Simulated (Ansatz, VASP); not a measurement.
**CO2 in VASP and in Ansatz**

The input INCAR:

```
  PREC = Accurate
  ENCUT = 520
  EDIFF = 1E-6
  ISMEAR = -1
  SIGMA = 0.02
  LREAL = Auto
  LASPH = T
  NELM = 80
  ALGO = Normal
  ISIF = 2
  LWAVE = F
  LCHARG = F
  GGA = PE
  NBANDS = 82
```

File KPOINTS:

```
regular mesh
0
Gamma
  4 4 4
```

Contents of POSCAR:

```
CO2
1.0
    4.8362439605      2.7922067525      3.9863339104
   -4.8362439605      2.7922067525      3.9863339104
    0.0000000000     -5.5844135049      3.9863339105
C O
8 16
Direct
    0.0000000000      0.0000000000      0.0000000000
    0.5000000000      0.5000000000      0.5000000000
    0.4970269318      0.7500000000      0.0029730682
    0.7500000000      0.0029730682      0.4970269318
    0.0029730682      0.4970269318      0.7500000000
    0.9970269318      0.5029730682      0.2500000000
    0.5029730682      0.2500000000      0.9970269318
    0.2500000000      0.9970269318      0.5029730682
    0.9029638404      0.9029638404      0.9029638404
    0.4029638404      0.4029638404      0.4029638404
    0.0970361596      0.0970361596      0.0970361596
    0.5970361596      0.5970361596      0.5970361596
    0.5990113656      0.6608673776      0.1048146942
    0.6608673776      0.1048146942      0.5990113656
    0.1048146942      0.5990113656      0.6608673776
    0.0990113656      0.6048146942      0.1608673776
    0.6048146942      0.1608673776      0.0990113656
    0.1608673776      0.0990113656      0.6048146942
    0.4009886344      0.3391326224      0.8951853058
    0.3391326224      0.8951853058      0.4009886344
    0.8951853058      0.4009886344      0.3391326224
    0.9009886344      0.3951853058      0.8391326224
    0.3951853058      0.8391326224      0.9009886344
    0.8391326224      0.9009886344      0.3951853058
```

Input for Ansatz:

```yaml
crystal:
  lattice:
    - [4.8362439605, 2.7922067525, 3.9863339104]
    - [-4.8362439605, 2.7922067525, 3.9863339104]
    - [0.0, -5.5844135049, 3.9863339105]
  atoms:
    - { symbol: C, position: [0.0, 0.0, 0.0] }
    - { symbol: C, position: [0.5, 0.5, 0.5] }
    - { symbol: C, position: [0.4970269318, 0.75, 0.0029730682] }
    - { symbol: C, position: [0.75, 0.0029730682, 0.4970269318] }
    - { symbol: C, position: [0.0029730682, 0.4970269318, 0.75] }
    - { symbol: C, position: [0.9970269318, 0.5029730682, 0.25] }
    - { symbol: C, position: [0.5029730682, 0.25, 0.9970269318] }
    - { symbol: C, position: [0.25, 0.9970269318, 0.5029730682] }
    - { symbol: O, position: [0.9029638404, 0.9029638404, 0.9029638404] }
    - { symbol: O, position: [0.4029638404, 0.4029638404, 0.4029638404] }
    - { symbol: O, position: [0.0970361596, 0.0970361596, 0.0970361596] }
    - { symbol: O, position: [0.5970361596, 0.5970361596, 0.5970361596] }
    - { symbol: O, position: [0.5990113656, 0.6608673776, 0.1048146942] }
    - { symbol: O, position: [0.6608673776, 0.1048146942, 0.5990113656] }
    - { symbol: O, position: [0.1048146942, 0.5990113656, 0.6608673776] }
    - { symbol: O, position: [0.0990113656, 0.6048146942, 0.1608673776] }
    - { symbol: O, position: [0.6048146942, 0.1608673776, 0.0990113656] }
    - { symbol: O, position: [0.1608673776, 0.0990113656, 0.6048146942] }
    - { symbol: O, position: [0.4009886344, 0.3391326224, 0.8951853058] }
    - { symbol: O, position: [0.3391326224, 0.8951853058, 0.4009886344] }
    - { symbol: O, position: [0.8951853058, 0.4009886344, 0.3391326224] }
    - { symbol: O, position: [0.9009886344, 0.3951853058, 0.8391326224] }
    - { symbol: O, position: [0.3951853058, 0.8391326224, 0.9009886344] }
    - { symbol: O, position: [0.8391326224, 0.9009886344, 0.3951853058] }
kpoints:
  mp_grid: { grid: [4, 4, 4] }
  band_path:
    path:
      - [[0.0, 0.0, 0.0], [0.5, 0.5, 0.5], [0.5062514129766, 0.4937485870234, 0.5]]
      - [[0.5, -0.4937485870234, 0.4937485870234], [0.5, -4.127525277033e-17, -9.107813285995e-17], [0.0, 0.0, 0.0], [0.4968742935117, -0.4968742935117, -6.311272438026e-34]]
      - [[0.5031257064883, -2.943179693495e-17, 0.4968742935117], [0.5, -1.302953350792e-16, 0.5], [0.0, 0.0, 0.0]]
    npoints: 10
hamiltonian:
  xc: pbe
scf:
  occupations: { method: fermi_dirac, width: 0.02 }
  n_extra_bands: 10
output:
  forces: true
  stress: true
  eigenvalues: true
```

Alike in both runs: task single point; functional PBE; k mesh 4 × 4 × 4; occupations fermi-dirac, width 0.02 eV; no spin polarisation.

|  | VASP | Ansatz |
| --- | --- | --- |
| version | VASP 6.6.1 | Ansatz 0.2.0 |
| potentials or method | VASP PAW PBE potentials, release 64 (C, O) | plane waves, PAW |
| plane-wave cutoff (eV) | 520 | 420 |
| valence electrons in the cell | 128 | 128 |

VASP gave:

| Quantity | Value |
| --- | --- |
| gap on the k mesh at the Fermi level (eV) | 6.73 |
| pressure (GPa) | 6.6 |
| traceless stress, the component that is largest in VASP (GPa) | 0.43 |
| rms of the force components (eV/Å) | 0.675 |

**Question.** Which values does Ansatz return?

**Answer.** gap on the k mesh at the Fermi level (eV): 6.76; pressure (GPa): 4.9; traceless stress, the component that is largest in VASP (GPa): 0.23; rms of the force components (eV/Å): 0.360.

Atom by atom the forces differ by 0.316 eV/Å (rms over components). The functional is the same, so the differences come from potentials, cutoffs and numerics.

Noted on VASP's run: the standard files for N, O and F lose accuracy on very short bonds.
